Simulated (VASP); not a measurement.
Here is a VASP 6.6.1 calculation.

File INCAR:

```
SYSTEM = Pt
ALGO = Fast
EDIFF = 1E-6
ENCUT = 520
GGA = CA
ISIF = 2
ISMEAR = 0
LASPH = .True.
LCHARG = .True.
LELF = .True.
LREAL = Auto
LVHAR = .True.
LWAVE = .False.
NBANDS = 154
NELM = 100
PREC = Accurate
SIGMA = 0.1
```

Contents of KPOINTS:

```
k-points
0
Gamma
  4 4 4
  0 0 0
```

File POSCAR:

```
Pt
1.0
   -5.8406277358      0.0000000000      5.8406277358
   -5.8406277358     -5.8406277358      0.0000000000
    0.0000000000     -5.8406277358      5.8406277358
Pt
27
Direct
    0.0000000000      0.6666666667      0.0000000000
    0.0000000000      0.3333333333      0.0000000000
    0.0000000000      0.0000000000      0.0000000000
    0.0000000000      0.6666666667      0.3333333333
    0.0000000000      0.3333333333      0.3333333333
    0.0000000000      0.0000000000      0.3333333333
    0.0000000000      0.6666666667      0.6666666667
    0.0000000000      0.3333333333      0.6666666667
    0.0000000000      0.0000000000      0.6666666667
    0.3333333333      0.6666666667      0.0000000000
    0.3333333333      0.3333333333      0.0000000000
    0.3333333333      0.0000000000      0.0000000000
    0.3333333333      0.6666666667      0.3333333333
    0.3333333333      0.3333333333      0.3333333333
    0.3333333333      0.0000000000      0.3333333333
    0.3333333333      0.6666666667      0.6666666667
    0.3333333333      0.3333333333      0.6666666667
    0.3333333333      1.0000000000      0.6666666667
    0.6666666667      0.6666666667      0.0000000000
    0.6666666667      0.3333333333      0.0000000000
    0.6666666667      0.0000000000      0.0000000000
    0.6666666667      0.6666666667      0.3333333333
    0.6666666667      0.3333333333      0.3333333333
    0.6666666667      1.0000000000      0.3333333333
    0.6666666667      0.6666666667      0.6666666667
    0.6666666667      0.3333333333      0.6666666667
    0.6666666667      0.0000000000      0.6666666667
```

Potentials or basis: VASP PAW LDA potentials, release 64 (Pt).

Launch:

```sh
$ cat potpaw_LDA.64/Pt/POTCAR > POTCAR
$ mpirun -np 1 vasp_std > vasp.out
```

Q: Predict the pressure.

A: 0.9 GPa.

Q: Predict the band gap on the k mesh.

A: Zero (bands 135 and 136 overlap by 0.86 eV).

Caveat: spin-orbit coupling is left out, which moves the levels of the heavy elements.
